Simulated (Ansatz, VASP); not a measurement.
Ga3As3CO in VASP and in Ansatz

```
Ga As O C
1.0
     4.01370    0.00000    0.00000
     0.00000    5.67623    0.00000
     0.00000    0.00000   23.33527
Ga As O C
3 3 1 1
Direct
  0.50000 0.50000 0.17141
  0.00000 0.06538 0.26800
  0.50000 0.48946 0.32285
  0.00000 0.25000 0.17141
  0.50000 0.81022 0.25049
  0.00000 0.28876 0.35934
  0.00000 0.62209 0.49647
  0.00000 0.62209 0.54575
```

Alike in both runs: task single point; functional PBE; dispersion D3(BJ); k mesh 7 × 5 × 1; occupations gaussian, width 0.05 eV; no spin polarisation.

|  | VASP | Ansatz |
| --- | --- | --- |
| version | VASP 6.6.1 | Ansatz 0.2.0 |
| potentials or method | VASP PAW PBE potentials, release 64 (Ga_d, As, O, C), cutoff 520 eV | scalar-relativistic, plane waves, PAW |
| valence electrons in the cell | 64 | 94 |

Ansatz gave:

| Property | Result |
| --- | --- |
| gap on the k mesh at the Fermi level (eV) | 0.41 |
| least direct gap on the mesh (eV) | 0.75 |
| rms of the force components (eV/Å) | 0.543 |

Question: Estimate VASP's values.

Answer: gap on the k mesh at the Fermi level (eV): 0.40; least direct gap on the mesh (eV): 0.75; rms of the force components (eV/Å): 0.378.

One of these differences is far larger than is usual between the two programs; its cause wasn't traced. VASP's potentials hold 64 valence electrons a cell and Ansatz's 94, so a difference there can come from the potentials and not from the codes.

Noted on VASP's run: the standard files for N, O and F lose accuracy on very short bonds.
